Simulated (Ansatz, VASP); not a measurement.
**Two plane-wave programs on ZnF2**

```
Zn F
1.0
     4.97381    0.00000    0.00000
     0.00000    4.97381    0.00000
     0.00000    0.00000    3.30658
Zn F
2 4
Direct
  0.00000 0.00000 0.00000
  0.50000 0.50000 0.50000
  0.31212 0.31212 0.00000
  0.18788 0.81212 0.50000
  0.68788 0.68788 0.00000
  0.81212 0.18788 0.50000
```

Change from the starting cell: hydrostatic strain +5.8%.

Alike in both runs: task single point; functional r2SCAN; k mesh 6 × 6 × 8; no spin polarisation.

```csv
,VASP,Ansatz
version,VASP 6.6.1,Ansatz 0.2.0
potentials or method,"VASP PAW PBE potentials, release 64 (Zn, F)","plane waves, PAW"
plane-wave cutoff (eV),660,500
occupations,"gaussian, width 0.01 eV",fixed
valence electrons in the cell,52,52
```

```csv
,VASP,Ansatz,Ansatz less VASP
gap on the k mesh at the Fermi level (eV),3.97,4.01,+0.039
pressure (GPa),-13.0,-13.1,-0.11
"traceless stress, the component that is largest in VASP (GPa)",-3.09,-3.36,-0.269
rms of the force components (eV/Å),0.012,0.000,-0.0122
```

VASP's potentials were made for PBE, not for r2SCAN. Atom by atom the forces differ by 0.012 eV/Å (rms over components).
